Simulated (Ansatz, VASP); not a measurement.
# K3I2Br: VASP beside Ansatz

File INCAR:

```
SYSTEM = K3I2Br
PREC = Accurate
ENCUT = 520
EDIFF = 1E-6
ISMEAR = 0
SIGMA = 0.05
LREAL = .FALSE.
LASPH = .TRUE.
NELM = 100
ALGO = Normal
ISIF = 2
LWAVE = .FALSE.
LCHARG = .FALSE.
GGA = CA
IBRION = 2
NSW = 50
EDIFFG = -0.01
```

KPOINTS

```
regular mesh
0
G
  6 6 2
  0 0 0
```

File POSCAR:

```
K3I2Br
1.0
    4.5933000000      0.0000000000      0.0000000000
   -2.2966500000      3.9779144872      0.0000000000
    0.0000000000      0.0000000000     11.5680398841
K I Br
3 2 1
Direct
    0.0000000000      0.0000000000      0.5000000000
    0.3333333333      0.6666666667      0.1500969033
    0.6666666667      0.3333333333      0.8499030967
    0.3333333333      0.6666666667      0.6750221222
    0.6666666667      0.3333333333      0.3249778778
    0.0000000000      0.0000000000      0.0000000000
```

Input for Ansatz:

```yaml
crystal:
  lattice:
    - [4.5933, 0.0, 0.0]
    - [-2.29665, 3.9779144872, 0.0]
    - [0.0, 0.0, 11.5680398841]
  atoms:
    - { symbol: K, position: [0.0, 0.0, 0.5] }
    - { symbol: K, position: [0.3333333333, 0.6666666667, 0.1500969033] }
    - { symbol: K, position: [0.6666666667, 0.3333333333, 0.8499030967] }
    - { symbol: I, position: [0.3333333333, 0.6666666667, 0.6750221222] }
    - { symbol: I, position: [0.6666666667, 0.3333333333, 0.3249778778] }
    - { symbol: Br, position: [0.0, 0.0, 0.0] }
basis:
  ecutwfc: 420
kpoints:
  mp_grid: { grid: [6, 6, 2] }
hamiltonian:
  xc: lda
scf:
  occupations: { method: gaussian, width: 0.05 }
output:
  forces: true
  stress: true
  eigenvalues: true
relax:
  adjacent_minimum: "off"
  f_tol: 0.01
  max_steps: 30
```

Alike in both runs: task relaxation of the atoms; functional LDA; k mesh 6 × 6 × 2; occupations gaussian, width 0.05 eV; no spin polarisation.

|  | VASP | Ansatz |
| --- | --- | --- |
| version | VASP 6.6.1 | Ansatz 0.2.0 |
| potentials or method | VASP PAW LDA potentials, release 64 (K_sv, I, Br), cutoff 520 eV | scalar-relativistic, plane waves, PAW |
| valence electrons in the cell | 48 | 68 |

```csv
,VASP,Ansatz,Ansatz less VASP
"gap on the k mesh at the Fermi level, each at its own relaxed structure (eV)",3.83,3.82,-0.008
```

LDA's correlation is that of Perdew and Zunger in VASP and of Perdew and Wang (1992) in Ansatz. VASP's potentials hold 48 valence electrons a cell and Ansatz's 68, so a difference there can come from the potentials and not from the codes. Ansatz's warnings: stress scf threshold loose.

Neither program's run includes spin-orbit coupling. Noted on VASP's run: the relaxation stopped at its first step, so nothing moved.
